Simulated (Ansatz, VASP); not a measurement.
**K: VASP beside Ansatz**

File INCAR:

```
SYSTEM = K
PREC = Accurate ; ENCUT = 520
EDIFF = 1E-7 ; ISMEAR = 0
SIGMA = 0.1 ; LREAL = .False.
LASPH = .True. ; NELM = 80
ALGO = Fast ; ISIF = 2
LWAVE = .False. ; LCHARG = .False.
GGA = PE ; NBANDS = 16
```

Contents of KPOINTS:

```
Automatic mesh
0
Gamma
  7 5 10
  0 0 0
```

POSCAR

```
K
1.0
    5.4700936262      0.0000000000     -0.0011839329
    0.0000000000      7.7358807747      0.0000000000
   -2.7358196121      0.0000000000      3.6471151218
K
2
Direct
    0.0000000000      0.0000000000      0.0000000000
    0.5000000000      0.5000000000      0.0000000000
```

Input for Ansatz:

```yaml
crystal:
  lattice:
    - [5.4700936262, 0.0, -0.0011839329]
    - [0.0, 7.7358807747, 0.0]
    - [-2.7358196121, 0.0, 3.6471151218]
  atoms:
    - { symbol: K, position: [0.0, 0.0, 0.0] }
    - { symbol: K, position: [0.5, 0.5, 0.0] }
basis:
  ecutwfc: 420
kpoints:
  mp_grid: { grid: [7, 5, 10] }
hamiltonian:
  xc: pbe
scf:
  occupations: { method: gaussian, width: 0.1 }
  n_extra_bands: 8
output:
  forces: true
  eigenvalues: true
  stress: true
```

Alike in both runs: task single point; functional PBE; k mesh 7 × 5 × 10; occupations gaussian, width 0.1 eV; no spin polarisation.

|  | VASP | Ansatz |
| --- | --- | --- |
| version | VASP 6.6.1 | Ansatz 0.2.0 |
| potentials or method | VASP PAW PBE potentials, release 64 (K_sv), cutoff 520 eV | scalar-relativistic, plane waves, PAW |
| valence electrons in the cell | 18 | 18 |

|  | VASP | Ansatz | Ansatz less VASP |
| --- | --- | --- | --- |
| gap on the k mesh at the Fermi level (eV) | none | none | - |
| pressure (GPa) | -0.2 | -0.1 | +0.01 |
| traceless stress, the component that is largest in VASP (GPa) | -0.14 | -0.14 | 0.000 |

A gap of «none» marks a metal or a gap that the smearing closes. With one functional, cell and mesh, what is left measures potentials, basis and numerics.
